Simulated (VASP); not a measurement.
# CsRh (Fm-3m) in VASP: single point with PBE

Aim: the single point of CsRh with PBE.

All numbers are computed with VASP 6.6.1; they aren't measurements. Logs are shortened: lines on timing, memory, paths and dates and some standing lists are left out, and cuts for length are marked.

## Step 1: The cell of the first run

It takes space group Fm-3m (No. 225, cubic). Conventional cell: a = 6.692 Å, b = 6.692 Å, c = 6.692 Å, α = 90.00°, β = 90.00°, γ = 90.00°. Cs (site symmetry m-3m) has 6 Rh at 3.35 Å within 4.4 Å. Within 4.4 Å of Rh (site symmetry m-3m) lie 6 Cs at 3.35 Å.

## Step 2: Single point, PBE

File POSCAR:

```
CsRh
1.0
    0.0000000000      3.3459010000      3.3459010000
    3.3459010000      0.0000000000      3.3459010000
    3.3459010000      3.3459010000      0.0000000000
Cs Rh
1 1
Direct
    0.0000000000      0.0000000000      0.0000000000
    0.5000000000      0.5000000000      0.5000000000
```

File INCAR.step1:

```
SYSTEM = CsRh
PREC = Accurate
ENCUT = 400
EDIFF = 1E-6
ISMEAR = 1
SIGMA = 0.0212
LREAL = .FALSE.
LASPH = .TRUE.
NELM = 120
ALGO = Normal
ISIF = 2
LWAVE = .FALSE.
LCHARG = .TRUE.
LMAXMIX = 4
GGA = PE
NBANDS = 19
GGA_COMPAT = .FALSE.
NEDOS = 2001
LORBIT = 11
```

File KPOINTS.step1:

```
Automatic mesh
0
G
  7 7 7
  0 0 0
```

File INCAR.step2:

```
SYSTEM = CsRh
PREC = Accurate
ENCUT = 400
EDIFF = 1E-6
ISMEAR = -5
SIGMA = 0.0212
LREAL = .FALSE.
LASPH = .TRUE.
NELM = 120
ALGO = Normal
ISIF = 2
LWAVE = .FALSE.
LCHARG = .FALSE.
LMAXMIX = 4
GGA = PE
LORBIT = 11
NEDOS = 1001
ICHARG = 11
GGA_COMPAT = .FALSE.
```

File KPOINTS.step2:

```
Automatic mesh
0
G
  11 11 11
  0 0 0
```

Potentials or basis: VASP PAW PBE potentials, release 64 (Cs_sv, Rh_pv).

Run with:

```
> cat potpaw_PBE.64/Cs_sv/POTCAR potpaw_PBE.64/Rh_pv/POTCAR > POTCAR
> cp INCAR.step1 INCAR
> cp KPOINTS.step1 KPOINTS
> mpirun -np 1 vasp_std > vasp.out
> cp INCAR.step2 INCAR
> cp KPOINTS.step2 KPOINTS
> mpirun -np 1 vasp_std > vasp.out
```

OUTCAR:

```text
SYSTEM = CsRh
   PREC = Accurate
   ENCUT = 400
   EDIFF = 1E-6
   ISMEAR = -5
   LREAL = .FALSE.
   LASPH = .TRUE.
   NELM = 120
   ISIF = 2
   GGA = PE
   LORBIT = 11
   ICHARG = 11

 ion  position               nearest neighbor table
   1  0.000  0.000  0.000-
   2  0.500  0.500  0.500-

  LATTYP: Found a face centered cubic cell.
 ALAT       =     6.6918020000

  Lattice vectors:

 A1 = (   0.0000000000,   3.3459010000,   3.3459010000)
 A2 = (   3.3459010000,   0.0000000000,   3.3459010000)
 A3 = (   3.3459010000,   3.3459010000,   0.0000000000)

Analysis of symmetry for initial positions (statically):
=====================================================================
 Subroutine PRICEL returns:
 Original cell was already a primitive cell.

 Routine SETGRP: Setting up the symmetry group for a
 face centered cubic supercell.

 Subroutine GETGRP returns: Found 48 space group operations
 (whereof 48 operations were pure point group operations)
 out of a pool of 48 trial point group operations.

The static configuration has the point symmetry O_h .

Analysis of symmetry for dynamics (positions and initial velocities):
=====================================================================
 Subroutine PRICEL returns:
 Original cell was already a primitive cell.

 Routine SETGRP: Setting up the symmetry group for a
 face centered cubic supercell.

 Subroutine GETGRP returns: Found 48 space group operations
 (whereof 48 operations were pure point group operations)
 out of a pool of 48 trial point group operations.

The dynamic configuration has the point symmetry O_h .

 Subroutine INISYM returns: Found 48 space group operations
 (whereof 48 operations are pure point group operations),
 and found     1 'primitive' translations

----------------------------------------------------------------------------------------

                                     Primitive cell

  volume of cell :      74.9151

  direct lattice vectors                    reciprocal lattice vectors
     0.000000000  3.345901000  3.345901000    -0.149436579  0.149436579  0.149436579
     3.345901000  0.000000000  3.345901000     0.149436579 -0.149436579  0.149436579
     3.345901000  3.345901000  0.000000000     0.149436579  0.149436579 -0.149436579

  length of vectors
     4.731818573  4.731818573  4.731818573     0.258831748  0.258831748  0.258831748

  position of ions in fractional coordinates (direct lattice)
     0.000000000  0.000000000  0.000000000
     0.500000000  0.500000000  0.500000000

  ion indices of the primitive-cell ions
   primitive index   ion index
                 1           1
                 2           2

----------------------------------------------------------------------------------------

 KPOINTS: Automatic mesh

Automatic generation of k-mesh.
 Grid dimensions read from file:
 generate k-points for:   11   11   11

 Generating k-lattice:

  Cartesian coordinates                     Fractional coordinates (reciprocal lattice)
    -0.013585144  0.013585144  0.013585144     0.090909091  0.000000000  0.000000000
     0.013585144 -0.013585144  0.013585144     0.000000000  0.090909091  0.000000000
     0.013585144  0.013585144 -0.013585144     0.000000000  0.000000000  0.090909091

  Length of vectors
     0.023530159  0.023530159  0.023530159

  Shift w.r.t. Gamma in fractional coordinates (k-lattice)
     0.000000000  0.000000000  0.000000000

 TETIRR: Found    201 inequivalent tetrahedra from     7986

 Subroutine IBZKPT returns following result:
 ===========================================

 Found     56 irreducible k-points:

 Following reciprocal coordinates:
            Coordinates               Weight
  0.000000  0.000000  0.000000      1.000000
  0.090909  0.000000  0.000000      8.000000
  0.181818  0.000000  0.000000      8.000000
  0.272727  0.000000  0.000000      8.000000
  0.363636  0.000000  0.000000      8.000000
  0.454545  0.000000  0.000000      8.000000
[... 16 lines left out ...]
 -0.272727  0.181818  0.000000     24.000000
 -0.181818  0.181818  0.000000     12.000000
 [... further k-points ...]
   k-points           NKPTS =     56   k-points in BZ     NKDIM =     56   number of bands    NBANDS=     16
   number of dos      NEDOS =   1001   number of ions     NIONS =      2
   total plane-waves  NPLWV =  32768
   dimension x,y,z NGX =    32 NGY =   32 NGZ =   32
   dimension x,y,z NGXF=    64 NGYF=   64 NGZF=   64
   ions per type =               1   1
   NGX,Y,Z   is equivalent  to a cutoff of  11.24, 11.24, 11.24 a.u.
   NGXF,Y,Z  is equivalent  to a cutoff of  22.49, 22.49, 22.49 a.u.
 SYSTEM =  CsRh
   PREC   = accura    normal or accurate (medium, high low for compatibility)
   ISTART =      0    job   : 0-new  1-cont  2-samecut
   ICHARG =     11    charge: 1-file 2-atom 10-const
   ISPIN  =      1    spin polarized calculation?
   LNONCOLLINEAR =      F non collinear calculations
   LSORBIT =      F    spin-orbit coupling
   LASPH  =      T    aspherical Exc in radial PAW
   ENCUT  =  400.0 eV  29.40 Ry    5.42 a.u.   7.72  7.72  7.72*2*pi/ulx,y,z
   NELM   =    120;   NELMIN=  2; NELMDL=  0     # of ELM steps
   EDIFF  = 0.1E-05   stopping-criterion for ELM
   LREAL  =      F    real-space projection
   EDIFFG = 0.1E-04   stopping-criterion for IOM
   NSW    =      0    number of steps for IOM
   IBRION =     -1    ionic relax: 0-MD 1-quasi-New 2-CG
   NFREE  =      0    steps in history (QN), initial steepest desc. (CG)
   ISIF   =      2    stress and relaxation
   ISYM   =      2    0-nonsym 1-usesym 2-fastsym
   POTIM  = 0.5000    time-step for ionic-motion
   TEBEG  =    0.0;   TEEND  =   0.0 temperature during run
   PSTRESS=    0.0 pullay stress
   NELECT =      24.0000    total number of electrons
   NUPDOWN=      -1.0000    fix difference up-down
   EMIN   =  10.00;   EMAX   =-10.00  energy-range for DOS
   EFERMI =   0.00;   METHOD = LEGACY
   ISMEAR =    -5;   SIGMA  =   0.02  broadening in eV -4-tet -1-fermi 0-gaus
   EFERMI_NEDOS =   21; number of points for ismear=-14 and -15
   IALGO  =     38    algorithm
   IMIX   =      4    mixing-type and parameters
     AMIX     =   0.40;   BMIX     =  1.00
     AMIX_MAG =   1.60;   BMIX_MAG =  1.00
  volume/ion in A,a.u.               =      37.46       252.78
  Fermi-wavevector in a.u.,A,eV,Ry     =   1.120183  2.116838 17.072714  1.254809
  Thomas-Fermi vector in A             =   2.256827
   LORBIT       =     11    0 simple, 1 ext, 2 COOP (PROOUT), +10 PAW based schemes
   GGA     = PE    functional components
   LHFCALC =     F    Hartree Fock is set to
   AEXX    =    0.0000 exact exchange contribution
   IVDW    =     0    specifies the selected vdW correction
   LEPSILON=     F    determine dielectric tensor
   LRPA    =     F    only Hartree local field effects (RPA)
 non-spin polarized calculation
 Fermi weights with tetrahedron method with Bloechl corrections
  energy-cutoff  :      400.00
  volume of cell :       74.92
 maximum number of plane-waves:      1379

 number of electron      24.0000016 magnetization

 Free energy of the ion-electron system (eV)
  ---------------------------------------------------
  ext. energy  EPLUGINS =         0.00000000
  ---------------------------------------------------
  free energy    TOTEN  =        -4.94956802 eV

  energy without entropy =       -4.94956802  energy(sigma->0) =       -4.94956802

 E-fermi :   2.3339     XC(G=0):  -8.6731

 val. band max:        2.3494772391   @ k =  -0.2727   0.2727   0.0909
 cond. band min:       2.3170982895   @ k =  -0.1818   0.1818   0.0000
 fundamental gap:     -0.0323789496
 Fermi energy:         2.3339156191

 k-point     1 :       0.0000    0.0000    0.0000
  band No.  band energies     occupation
      1     -41.7595      2.00000
      2     -41.7595      2.00000
      3     -41.7595      2.00000
      4     -19.3149      2.00000
      5      -5.9463      2.00000
      6      -5.9463      2.00000
[... 8 lines left out ...]
     15       7.9571      0.00000
     16       7.9571      0.00000

 k-point     2 :       0.0909    0.0000    0.0000
  band No.  band energies     occupation
      1     -41.7597      2.00000
      2     -41.7597      2.00000
      3     -41.7596      2.00000
      4     -19.3107      2.00000
      5      -6.0106      2.00000
      6      -5.9586      2.00000
[... 8 lines left out ...]
     15       7.8689      0.00000
     16       7.8689      0.00000

 k-point     3 :       0.1818    0.0000    0.0000
  band No.  band energies     occupation
      1     -41.7596      2.00000
      2     -41.7596      2.00000
      3     -41.7595      2.00000
      4     -19.2994      2.00000
      5      -6.1741      2.00000
      6      -5.9913      2.00000
[... 8 lines left out ...]
     15       7.3630      0.00000
     16       7.3630      0.00000

 k-point     4 :       0.2727    0.0000    0.0000
  band No.  band energies     occupation
      1     -41.7597      2.00000
      2     -41.7596      2.00000
      3     -41.7596      2.00000
      4     -19.2844      2.00000
      5      -6.3716      2.00000
      6      -6.0333      2.00000
[... 8 lines left out ...]
     15       6.6496      0.00000
     16       6.6496      0.00000
[... 324 lines left out ...]
 k-point    22 :      -0.3636    0.1818    0.0000
  band No.  band energies     occupation
      1     -41.7598      2.00000
      2     -41.7596      2.00000
      3     -41.7596      2.00000
      4     -19.2594      2.00000
      5      -6.5433      2.00000
      6      -6.1945      2.00000
[... 8 lines left out ...]
     15       5.8567      0.00000
     16       6.0218      0.00000

 k-point    23 :      -0.2727    0.1818    0.0000
  band No.  band energies     occupation
      1     -41.7598      2.00000
      2     -41.7596      2.00000
      3     -41.7596      2.00000
      4     -19.2680      2.00000
      5      -6.4712      2.00000
      6      -6.1579      2.00000
[... 8 lines left out ...]
     15       5.9850      0.00000
     16       6.1687      0.00000

 k-point    24 :      -0.1818    0.1818    0.0000
  band No.  band energies     occupation
      1     -41.7597      2.00000
      2     -41.7596      2.00000
      3     -41.7595      2.00000
      4     -19.2801      2.00000
      5      -6.3680      2.00000
      6      -6.0945      2.00000
[... 8 lines left out ...]
     15       6.2501      0.00000
     16       6.5551      0.00000

 [... further k-points ...]
[... 5 lines left out ...]
  --------------------------------------------------------------------------------------
  -------------------------------------------------------------------------------------
  Total        0.0540630      0.0540630      0.0540630      0.0000000      0.0000000      0.0000000
  in kB        1.1562218      1.1562218      1.1562218      0.0000000      0.0000000      0.0000000
  external PRESSURE =       1.1562218 kB  Pullay stress =       0.0000000 kB

 VOLUME and BASIS-vectors are now :
 -----------------------------------------------------------------------------
  energy-cutoff  :      400.00
  volume of cell :       74.92
      direct lattice vectors                 reciprocal lattice vectors
     0.000000000  3.345901000  3.345901000    -0.149436579  0.149436579  0.149436579
     3.345901000  0.000000000  3.345901000     0.149436579 -0.149436579  0.149436579
     3.345901000  3.345901000  0.000000000     0.149436579  0.149436579 -0.149436579

 POSITION                                       TOTAL-FORCE (eV/Angst)
 -----------------------------------------------------------------------------------
      0.00000      0.00000      0.00000         0.000000     -0.000000      0.000000
      3.34590      3.34590      3.34590         0.000000      0.000000     -0.000000
 -----------------------------------------------------------------------------------
    total drift:                                0.000000     -0.000000      0.000000

  FREE ENERGIE OF THE ION-ELECTRON SYSTEM (eV)
  ---------------------------------------------------
  free  energy   TOTEN  =        -4.9495680222 eV

  energy  without entropy=       -4.9495680222  energy(sigma->0) =       -4.94956802

 total charge

# of ion       s       p       d       tot
------------------------------------------
    1        1.857   4.574   0.105   6.536
    2        0.153   5.996   7.638  13.787
--------------------------------------------------
tot          2.010  10.570   7.743  20.323
```

Run time: 61 s. Hardware: 1 thread of Intel Xeon 8259CL, shared host; peak memory 0.19 GiB.

Results:

| Quantity | Value |
| --- | --- |
| Valence electrons inside the program's atomic spheres | Cs 6.54; Rh 13.79 |

Levels at points of the mesh, in eV from the Fermi level:
| k point | band 9 | band 10 | band 11 | band 12 | band 13 | band 14 | band 15 | band 16 |
| --- | --- | --- | --- | --- | --- | --- | --- | --- |
| (0.00, 0.00, 0.00) | -0.68 | -0.68 | -0.58 | -0.58 | -0.58 | 5.62 | 5.62 | 5.62 |

Caveat: spin-orbit coupling is left out, which moves the levels of the heavy elements.
